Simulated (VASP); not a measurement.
Here is a VASP 6.6.1 calculation.

The input POSCAR:

```
CdTe
1.0
    0.0000000000      3.2050000000      3.2050000000
    3.2050000000      0.0000000000      3.2050000000
    3.2050000000      3.2050000000      0.0000000000
Te Cd
1 1
Direct
    0.7500000000      0.7500000000      0.7500000000
    0.0000000000      0.0000000000      0.0000000000
```

Contents of INCAR.step1:

```
SYSTEM = CdTe
PREC = Accurate
ENCUT = 520
ISMEAR = -1
SIGMA = 0.05
LREAL = .False.
LASPH = .True.
NELM = 150
MAGMOM = 0 0 0 0 0 0
LSORBIT = .True.
GGA_COMPAT = .False.
NBANDS = 30
GGA = PE
ALGO = Normal
EDIFF = 1E-4
LWAVE = .True.
LCHARG = .False.
```

The input INCAR.step2:

```
SYSTEM = CdTe
PREC = Accurate
ENCUT = 520
EDIFF = 1E-7
ISMEAR = -1
SIGMA = 0.05
LREAL = .False.
LASPH = .True.
NELM = 150
ALGO = Normal
ISIF = 2
LWAVE = .False.
LCHARG = .False.
MAGMOM = 0 0 0 0 0 0
LORBIT = 11
LSORBIT = .True.
GGA_COMPAT = .False.
LORBMOM = .True.
METAGGA = R2SCAN
LMIXTAU = .True.
NBANDS = 30
ISTART = 1
```

File KPOINTS:

```
Automatic mesh
0
Gamma
  7 7 7
  0 0 0
```

Potentials or basis: VASP PAW PBE potentials, release 64 (Te, Cd).

The run is started by

```sh
$ cat potpaw_PBE.64/Te/POTCAR potpaw_PBE.64/Cd/POTCAR > POTCAR
$ cp INCAR.step1 INCAR
$ mpirun -np 1 vasp_ncl > vasp.out
$ cp INCAR.step2 INCAR
$ mpirun -np 1 vasp_ncl > vasp.out
```

Q: What does it give for the pressure?

A: 3.4 GPa.

Q: Estimate the net moment.

A: 0.00 μB per cell.

Moments on the atoms (μB; x, y, z):
```
Te  0.00 0.00 0.00
Cd  0.00 0.00 0.00
```

Caveat: the cell stands under pressure; the PAW data sets were made with another functional, which shifts forces and pressure a little.
